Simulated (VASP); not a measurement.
Write the native input for VASP 6.6.1 that does the following.

```
Task                   : relaxation of cell and atoms
Functional             : PBE
Potentials or basis    : VASP PAW PBE potentials, release 64 (Te, Ru_pv, C)
Cutoff                 : 600 eV
k mesh                 : 10 × 10 × 10
Occupations            : gaussian, width 0.1 eV
Spin                   : no spin polarisation
Dipole correction      : no
Further INCAR settings : ALGO = Normal; EDIFF = 1e-06; IBRION = 2; EDIFFG = -0.01; NSW = 100; ISIF = 3
```

The structure of TeRu3C lies in POSCAR:

```
TeRu3C
1.0
    4.1536276200      0.0000000000      0.0000000000
    0.0000000000      4.1536276200      0.0000000000
    0.0000000000      0.0000000000      4.1536276200
Te Ru C
1 3 1
Direct
    0.5000000000      0.5000000000      0.5000000000
    0.5000000000      0.0000000000      0.0000000000
    0.0000000000      0.5000000000      0.0000000000
    0.0000000000      0.0000000000      0.5000000000
    0.0000000000      0.0000000000      0.0000000000
```

The input as run:

INCAR

```
SYSTEM = TeRu3C
PREC     = Accurate       ! precision mode
ENCUT    = 600            ! plane-wave cutoff, eV
EDIFF    = 1E-6           ! SCF threshold, eV
ISMEAR   = 0              ! smearing method
SIGMA    = 0.1            ! smearing width, eV
LREAL    = .FALSE.        ! projectors in reciprocal space
LASPH    = .TRUE.         ! aspherical terms in the spheres
NELM     = 100            ! most SCF steps
ALGO     = Normal         ! electronic algorithm
ISIF     = 3              ! what is computed and relaxed
LWAVE    = .FALSE.        ! write WAVECAR
LCHARG   = .FALSE.        ! write CHGCAR
GGA      = PE             ! functional
IBRION   = 2              ! ionic algorithm
NSW      = 100            ! ionic steps
EDIFFG   = -0.01          ! ionic threshold
```

KPOINTS

```
Automatic mesh
0
G
  10 10 10
  0 0 0
```

Potentials or basis: VASP PAW PBE potentials, release 64 (Te, Ru_pv, C).

Command:

```bash
$ cat potpaw_PBE.64/Te/POTCAR potpaw_PBE.64/Ru_pv/POTCAR potpaw_PBE.64/C/POTCAR > POTCAR
$ mpirun -np 1 vasp_std > vasp.out
```

It gave:

```yaml
Relaxed_volume: 14.16 Å³/atom
Relaxed_cell: a = 4.136 Å, b = 4.136 Å, c = 4.136 Å, α = 90.00°, β = 90.00°, γ = 90.00°
Space_group_after_relaxing_to_0.05_Å: Pm-3m (No. 221)
Energy_gained_by_relaxing: 1.5 meV/atom
Ionic_steps: 3
Pressure_after_relaxing: 0.0 GPa
Band_gap_on_the_k_mesh: zero (band 26 reaches 12.09 eV, above the bottom of band 27 at 10.94 eV)
```

Caveat: spin-orbit coupling is left out, which moves the levels of the heavy elements.

It took 3.5 min on 1 thread of Intel(R) Xeon(R) Platinum 8488C (Sapphire Rapids) (shared host), peak memory 0.31 GiB.
